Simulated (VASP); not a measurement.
AlO2:

```
CELL_PARAMETERS angstrom
4.14571 0.00000 0.00000
0.00000 4.14571 0.00000
0.00000 0.00000 3.74847
ATOMIC_POSITIONS crystal
Al 0.00000 0.50000 0.00000
Al 0.50000 0.00000 0.00000
O 0.23797 0.73797 0.00000
O 0.76203 0.26203 0.00000
O 0.73797 0.76203 0.00000
O 0.26203 0.23797 0.00000
```

- Program: VASP 6.6.1
- Task: relaxation of cell and atoms
- Functional: PBE
- Potentials or basis: VASP PAW PBE potentials, release 64 (Al, O)
- Cutoff: 600 eV
- k mesh: 4 × 4 × 4
- Occupations: gaussian, width 0.1 eV
- Spin: no spin polarisation

At the start: pressure 160.3 GPa; volume 10.74 Å³/atom.

How do energy, volume and symmetry change on relaxing?

Over 27 steps the energy falls by 2642.0 meV/atom and the volume is 17.20 Å³/atom (+60.2 %); space group P4/mmm (No. 123, to 0.05 Å).

Step by step:
```
step  energy change (eV)  largest force (eV/Å)  pressure (GPa)  volume (Å³)
   1              0.0000               11.5926          160.30        64.42
   2              9.9350                1.4053          -38.64       203.90
   3             -9.3925                8.9292            9.06       110.12
   4             -9.5043                9.2886           10.71       108.43
   5             -9.7386               10.3694           15.87       103.66
   6             -1.9716                0.2273          -38.19       149.72
   7            -12.0941                1.1944          -18.83       115.46
   8            -12.3800                2.1298          -14.47       112.65
   9            -12.4479                3.0697          -10.41       110.46
  10            -14.7907                3.2526           -2.11        97.55
  11            -15.2117                1.3376           17.96        86.27
  12            -15.3802                2.5859            7.89        90.62
  13            -15.3921                2.3440           10.10        89.50
  14            -15.0586                3.6544            7.31        92.79
  15            -15.7292                0.2605            6.22        90.82
  16            -15.7523                0.2511           -3.71        96.32
  17            -15.8027                0.0615            0.53        93.76
  18            -15.8084                0.0124            0.40        94.32
  19            -15.8215                0.1336            0.06        96.01
  20            -15.8294                0.4204           -0.53        99.40
  21            -15.8321                0.4043           -0.46        99.64
  22            -15.8391                0.3555           -0.24       100.38
  23            -15.8477                0.2546            0.19       101.84
  24            -15.8428                0.0391            0.99       104.72
  25            -15.8495                0.1881            0.46       102.77
  26            -15.8514                0.1156            0.14       102.96
  27            -15.8522                0.0342           -0.22       103.18
```

Final structure:
```cif
data_structure
_symmetry_space_group_name_H-M 'P 1'
_symmetry_Int_Tables_number 1
_cell_length_a 4.9600
_cell_length_b 4.9600
_cell_length_c 4.1942
_cell_angle_alpha 90.000
_cell_angle_beta 90.000
_cell_angle_gamma 90.000
_cell_volume 103.18
loop_
_atom_site_label
_atom_site_type_symbol
_atom_site_fract_x
_atom_site_fract_y
_atom_site_fract_z
_atom_site_occupancy
Al1 Al 0.00000 0.50000 0.00000 1
Al2 Al 0.50000 0.00000 0.00000 1
O1 O 0.24984 0.74984 0.00000 1
O2 O 0.75016 0.25016 0.00000 1
O3 O 0.74984 0.75016 0.00000 1
O4 O 0.25016 0.24984 0.00000 1
```

Caveat: the k points lie up to 0.37 Å⁻¹ apart in the final cell; the volume moved by over 15 % at a fixed basis, so the end points are rough.
